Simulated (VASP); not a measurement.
# Sc (Im-3m) in VASP: further runs

The runs below take Sc through relaxation of cell and atoms, with PBEsol.

All numbers are computed with VASP 6.6.1; they aren't measurements. Logs are shortened: lines on timing, memory, paths and dates and some standing lists are left out, and cuts for length are marked.

### 1 The cell of the first run

It takes space group Im-3m (No. 229, cubic). The conventional cell has a = 3.680 Å, b = 3.680 Å, c = 3.680 Å, α = 90.00°, β = 90.00°, γ = 90.00°. Sc (site symmetry m-3m) has 14 Sc at 3.19 to 3.68 Å within 4.2 Å.

### 2 Relaxation of cell and atoms, PBEsol

Input file INCAR:

```
SYSTEM = Sc
ALGO = Normal ; EDIFF = 1E-6
EDIFFG = -0.02 ; ENCUT = 600
GGA = PS ; IBRION = 2
ISIF = 3 ; ISMEAR = 0
LASPH = .TRUE. ; LCHARG = .FALSE.
LREAL = .FALSE. ; LWAVE = .FALSE.
NELM = 80 ; NSW = 80
PREC = Accurate ; SIGMA = 0.05
```

Input file KPOINTS:

```
k-points
0
G
  9 9 9
  0 0 0
```

Input file POSCAR:

```
Sc
1.0
    1.8400000000      1.8400000000      1.8400000000
   -1.8400000000      1.8400000000      1.8400000000
   -1.8400000000     -1.8400000000      1.8400000000
Sc
1
Direct
    0.0000000000      0.0000000000      0.0000000000
```

Potentials or basis: VASP PAW PBE potentials, release 64 (Sc_sv).

Command:

```bash
$ cat potpaw_PBE.64/Sc_sv/POTCAR > POTCAR
$ mpirun -np 1 vasp_std > vasp.out
```

OUTCAR:

```text
SYSTEM = Sc
   EDIFF = 1E-6
   EDIFFG = -0.02
   ENCUT = 600
   GGA = PS
   IBRION = 2
   ISIF = 3
   ISMEAR = 0
   LASPH = .TRUE.
   LREAL = .FALSE.
   NELM = 80
   NSW = 80
   PREC = Accurate

 ion  position               nearest neighbor table
   1  0.000  0.000  0.000-

  LATTYP: Found a body centered cubic cell.
 ALAT       =     3.6800000000

  Lattice vectors:

 A1 = (   1.8400000000,  -1.8400000000,  -1.8400000000)
 A2 = (   1.8400000000,   1.8400000000,   1.8400000000)
 A3 = (  -1.8400000000,  -1.8400000000,   1.8400000000)

Analysis of symmetry for initial positions (statically):
=====================================================================
 Subroutine PRICEL returns:
 Original cell was already a primitive cell.

 Routine SETGRP: Setting up the symmetry group for a
 body centered cubic supercell.

 Subroutine GETGRP returns: Found 48 space group operations
 (whereof 48 operations were pure point group operations)
 out of a pool of 48 trial point group operations.

The static configuration has the point symmetry O_h .

Analysis of symmetry for dynamics (positions and initial velocities):
=====================================================================
 Subroutine PRICEL returns:
 Original cell was already a primitive cell.

 Routine SETGRP: Setting up the symmetry group for a
 body centered cubic supercell.

 Subroutine GETGRP returns: Found 48 space group operations
 (whereof 48 operations were pure point group operations)
 out of a pool of 48 trial point group operations.

The dynamic configuration has the point symmetry O_h .

 Subroutine INISYM returns: Found 48 space group operations
 (whereof 48 operations are pure point group operations),
 and found     1 'primitive' translations

----------------------------------------------------------------------------------------

                                     Primitive cell

  volume of cell :      24.9180

  direct lattice vectors                    reciprocal lattice vectors
     1.840000000  1.840000000  1.840000000     0.271739130  0.000000000  0.271739130
    -1.840000000  1.840000000  1.840000000    -0.271739130  0.271739130  0.000000000
    -1.840000000 -1.840000000  1.840000000     0.000000000 -0.271739130  0.271739130

  length of vectors
     3.186973486  3.186973486  3.186973486     0.384297164  0.384297164  0.384297164

  position of ions in fractional coordinates (direct lattice)
     0.000000000  0.000000000  0.000000000

  ion indices of the primitive-cell ions
   primitive index   ion index
                 1           1

----------------------------------------------------------------------------------------

 KPOINTS: k-points

Automatic generation of k-mesh.
 Grid dimensions read from file:
 generate k-points for:    9    9    9

 Generating k-lattice:

  Cartesian coordinates                     Fractional coordinates (reciprocal lattice)
     0.030193237  0.000000000  0.030193237     0.111111111  0.000000000  0.000000000
    -0.030193237  0.030193237  0.000000000     0.000000000  0.111111111  0.000000000
     0.000000000 -0.030193237  0.030193237     0.000000000  0.000000000  0.111111111

  Length of vectors
     0.042699685  0.042699685  0.042699685

  Shift w.r.t. Gamma in fractional coordinates (k-lattice)
     0.000000000  0.000000000  0.000000000

 Subroutine IBZKPT returns following result:
 ===========================================

 Found     35 irreducible k-points:

 Following reciprocal coordinates:
            Coordinates               Weight
  0.000000  0.000000  0.000000      1.000000
  0.111111  0.000000  0.000000     12.000000
  0.222222  0.000000  0.000000     12.000000
  0.333333  0.000000  0.000000     12.000000
  0.444444  0.000000  0.000000     12.000000
  0.222222  0.111111  0.000000     24.000000
[... 16 lines left out ...]
  0.111111 -0.444444  0.111111     24.000000
  0.222222 -0.444444  0.111111     24.000000
 [... further k-points ...]
   k-points           NKPTS =     35   k-points in BZ     NKDIM =     35   number of bands    NBANDS=      9
   number of dos      NEDOS =    301   number of ions     NIONS =      1
   total plane-waves  NPLWV =  21952
   dimension x,y,z NGX =    28 NGY =   28 NGZ =   28
   dimension x,y,z NGXF=    56 NGYF=   56 NGZF=   56
   ions per type =               1
   NGX,Y,Z   is equivalent  to a cutoff of  14.61, 14.61, 14.61 a.u.
   NGXF,Y,Z  is equivalent  to a cutoff of  29.21, 29.21, 29.21 a.u.
 SYSTEM =  Sc
   PREC   = accura    normal or accurate (medium, high low for compatibility)
   ISTART =      0    job   : 0-new  1-cont  2-samecut
   ICHARG =      2    charge: 1-file 2-atom 10-const
   ISPIN  =      1    spin polarized calculation?
   LNONCOLLINEAR =      F non collinear calculations
   LSORBIT =      F    spin-orbit coupling
   LASPH  =      T    aspherical Exc in radial PAW
   ENCUT  =  600.0 eV  44.10 Ry    6.64 a.u.   6.37  6.37  6.37*2*pi/ulx,y,z
   NELM   =     80;   NELMIN=  2; NELMDL= -5     # of ELM steps
   EDIFF  = 0.1E-05   stopping-criterion for ELM
   LREAL  =      F    real-space projection
   EDIFFG = -.2E-01   stopping-criterion for IOM
   NSW    =     80    number of steps for IOM
   IBRION =      2    ionic relax: 0-MD 1-quasi-New 2-CG
   NFREE  =      1    steps in history (QN), initial steepest desc. (CG)
   ISIF   =      3    stress and relaxation
   ISYM   =      2    0-nonsym 1-usesym 2-fastsym
   POTIM  = 0.5000    time-step for ionic-motion
   TEBEG  =    0.0;   TEEND  =   0.0 temperature during run
   PSTRESS=    0.0 pullay stress
   NELECT =      11.0000    total number of electrons
   NUPDOWN=      -1.0000    fix difference up-down
   EMIN   =  10.00;   EMAX   =-10.00  energy-range for DOS
   EFERMI =   0.00;   METHOD = LEGACY
   ISMEAR =     0;   SIGMA  =   0.05  broadening in eV -4-tet -1-fermi 0-gaus
   EFERMI_NEDOS =   21; number of points for ismear=-14 and -15
   IALGO  =     38    algorithm
   IMIX   =      4    mixing-type and parameters
     AMIX     =   0.40;   BMIX     =  1.00
     AMIX_MAG =   1.60;   BMIX_MAG =  1.00
  volume/ion in A,a.u.               =      24.92       168.16
  Fermi-wavevector in a.u.,A,eV,Ry     =   1.246526  2.355592 21.141091  1.553826
  Thomas-Fermi vector in A             =   2.380699
   LORBIT       =      0    0 simple, 1 ext, 2 COOP (PROOUT), +10 PAW based schemes
   GGA     = PS    functional components
   LHFCALC =     F    Hartree Fock is set to
   AEXX    =    0.0000 exact exchange contribution
   IVDW    =     0    specifies the selected vdW correction
   LEPSILON=     F    determine dielectric tensor
   LRPA    =     F    only Hartree local field effects (RPA)
 conjugate gradient relaxation of ions
 non-spin polarized calculation
 Gauss-broadening in eV      SIGMA  =   0.05
  energy-cutoff  :      600.00
  volume of cell :       24.92
 maximum number of plane-waves:       887
 NGX is ok and might be reduce to    28
   NGX = 13   NGY = 13   NGZ = 13

--------------------------------------- Ionic step        1  -------------------------------------------

 number of electron      11.0000002 magnetization

 Free energy of the ion-electron system (eV)
  ---------------------------------------------------
  ext. energy  EPLUGINS =         0.00000000
  ---------------------------------------------------
  free energy    TOTEN  =        -6.49158941 eV

  energy without entropy =       -6.48934906  energy(sigma->0) =       -6.49046924

 E-fermi :   3.6232     XC(G=0):  -9.9513

 val. band max:        3.5881145677   @ k =   0.4444   0.2222   0.1111
 cond. band min:       3.6423970427   @ k =   0.2222  -0.4444   0.1111
 fundamental gap:      0.0542824750
 Fermi energy:         3.6231916475

 k-point     1 :       0.0000    0.0000    0.0000
  band No.  band energies     occupation
      1     -45.7932      2.00000
      2     -24.2925      2.00000
      3     -24.2925      2.00000
      4     -24.2925      2.00000
      5      -1.5999      2.00000
      6       5.0379      0.00000
      7       5.0379      0.00000
      8       5.0379      0.00000
      9       6.4562      0.00000

 k-point     2 :       0.1111    0.0000    0.0000
  band No.  band energies     occupation
      1     -45.7860      2.00000
      2     -24.3390      2.00000
      3     -24.3072      2.00000
      4     -24.2927      2.00000
      5      -1.2752      2.00000
      6       4.8819      0.00000
      7       4.9629      0.00000
      8       5.2772      0.00000
      9       6.2961      0.00000
[... 321 lines left out ...]
 POSITION                                       TOTAL-FORCE (eV/Angst)
 -----------------------------------------------------------------------------------
     -1.80986      1.80986      1.80986         0.000000      0.000000      0.000000
 -----------------------------------------------------------------------------------
    total drift:                               -0.000000      0.000000      0.000000

  FREE ENERGIE OF THE ION-ELECTRON SYSTEM (eV)
  ---------------------------------------------------
  free  energy   TOTEN  =        -6.4980275498 eV

  energy  without entropy=       -6.4958728068  energy(sigma->0) =       -6.49695018

--------------------------------------- Ionic step        3  -------------------------------------------

 number of electron      10.9999998 magnetization

 Free energy of the ion-electron system (eV)
  ---------------------------------------------------
  ext. energy  EPLUGINS =         0.00000000
  ---------------------------------------------------
  free energy    TOTEN  =        -6.49845301 eV

  energy without entropy =       -6.49632179  energy(sigma->0) =       -6.49738740

 E-fermi :   3.8492     XC(G=0): -10.1149

 val. band max:        3.8108615324   @ k =   0.4444   0.2222   0.1111
 cond. band min:       3.8718066966   @ k =   0.2222  -0.4444   0.1111
 fundamental gap:      0.0609451642
 Fermi energy:         3.8491815403

 k-point     1 :       0.0000    0.0000    0.0000
  band No.  band energies     occupation
      1     -45.4597      2.00000
      2     -23.9355      2.00000
      3     -23.9355      2.00000
      4     -23.9355      2.00000
      5      -1.4428      2.00000
      6       5.3237      0.00000
      7       5.3237      0.00000
      8       5.3237      0.00000
      9       6.8121      0.00000

 k-point     2 :       0.1111    0.0000    0.0000
  band No.  band energies     occupation
      1     -45.4511      2.00000
      2     -23.9889      2.00000
      3     -23.9522      2.00000
      4     -23.9357      2.00000
      5      -1.1063      2.00000
      6       5.1584      0.00000
      7       5.2441      0.00000
      8       5.5758      0.00000
      9       6.6414      0.00000
[... 286 lines left out ...]
 POSITION                                       TOTAL-FORCE (eV/Angst)
 -----------------------------------------------------------------------------------
     -0.00000     -0.00000      0.00000        -0.000000     -0.000000      0.000000
 -----------------------------------------------------------------------------------
    total drift:                                0.000000     -0.000000     -0.000000

  FREE ENERGIE OF THE ION-ELECTRON SYSTEM (eV)
  ---------------------------------------------------
  free  energy   TOTEN  =        -6.4984530098 eV

  energy  without entropy=       -6.4963217857  energy(sigma->0) =       -6.49738740

 reached required accuracy - stopping structural energy minimisation
```

It took 22 s on 1 thread of AMD EPYC 7R13 (Zen 3), shared host; peak memory 0.14 GiB.

What came out:

* Free energy: -6.4985 eV
* Relaxed volume: 23.95 Å³/atom
* Relaxed cell: a = 3.145 Å, b = 3.145 Å, c = 3.145 Å, α = 70.53°, β = 109.47°, γ = 70.53°
* Space group after relaxing (to 0.05 Å): Im-3m (No. 229)
* Energy gained by relaxing: 6.9 meV/atom
* Ionic steps: 3
* Pressure after relaxing: 0.0 GPa

Step by step:
```csv
step,energy change (eV),largest force (eV/Å),pressure (GPa),volume (Å³)
1,0.0000,0.0000,-2.18,24.92
2,-0.0064,0.0000,0.60,23.71
3,-0.0069,0.0000,0.02,23.95
```

Final structure:
```
CELL_PARAMETERS angstrom
1.81574 1.81574 1.81574
-1.81574 1.81574 1.81574
-1.81574 -1.81574 1.81574
ATOMIC_POSITIONS crystal
Sc 0.00000 0.00000 0.00000
```

Levels at points of the mesh, in eV from the Fermi level:
```tsv
k point	band 1	band 2	band 3	band 4	band 5	band 6	band 7	band 8	band 9
(0.00, 0.00, 0.00)	-49.31	-27.78	-27.78	-27.78	-5.29	1.47	1.47	1.47	2.96
```

Caveat: the PAW data sets were made with another functional, which shifts forces and pressure a little.

(Part 1 of 2 ends here.)
